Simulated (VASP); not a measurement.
Write the native input for VASP 6.6.1 that does the following.

* Task: single point
* Functional: r2SCAN
* Potentials or basis: VASP PAW PBE potentials, release 64 (Na_pv, Cl)
* Cutoff: 520 eV
* k mesh: 8 × 8 × 8
* Occupations: gaussian, width 0.01 eV
* Spin: no spin polarisation
* Dipole correction: no
* Further INCAR settings: ALGO = Normal; EDIFF = 1e-06; NBANDS = 14

NaCl:

```
Na Cl
1.0
     0.00000    2.80273    2.80273
     2.80273    0.00000    2.80273
     2.80273    2.80273    0.00000
Na Cl
1 1
Cartesian
  0.0000 0.0000 0.0000
  2.8027 2.8027 2.8027
```

One way to write it, as run:

POSCAR

```
NaCl
1.0
    0.0000000000      2.8027320724      2.8027320724
    2.8027320724      0.0000000000      2.8027320724
    2.8027320724      2.8027320724      0.0000000000
Na Cl
1 1
Direct
    0.0000000000      0.0000000000      0.0000000000
    0.5000000000      0.5000000000      0.5000000000
```

INCAR.step1

```
PREC = Accurate ; ENCUT = 520
ISMEAR = 0 ; SIGMA = 0.01
LREAL = False ; LASPH = True
NELM = 60 ; NBANDS = 14
GGA = PE ; ALGO = Normal
EDIFF = 1E-4 ; LWAVE = True
LCHARG = False
```

INCAR.step2

```
PREC = Accurate ; ENCUT = 520
EDIFF = 1E-6 ; ISMEAR = 0
SIGMA = 0.01 ; LREAL = False
LASPH = True ; NELM = 60
ALGO = Normal ; ISIF = 2
LWAVE = False ; LCHARG = False
METAGGA = R2SCAN ; LMIXTAU = True
NBANDS = 14 ; ISTART = 1
```

KPOINTS

```
regular mesh
0
Gamma
  8 8 8
```

Potentials or basis: VASP PAW PBE potentials, release 64 (Na_pv, Cl).

Run with:

```sh
$ cat potpaw_PBE.64/Na_pv/POTCAR potpaw_PBE.64/Cl/POTCAR > POTCAR
$ cp INCAR.step1 INCAR
$ mpirun -np 1 vasp_std > vasp.out
$ cp INCAR.step2 INCAR
$ mpirun -np 1 vasp_std > vasp.out
```

Results of the run:

```
Pressure               : -0.1 GPa
Band gap on the k mesh : 6.00 eV, direct
```

Caveat: the PAW data sets were made with another functional, which shifts forces and pressure a little.

Run time: 46 s on 1 thread of Intel(R) Xeon(R) Platinum 8559C (Emerald Rapids), with other jobs on the host, peak memory 0.16 GiB.
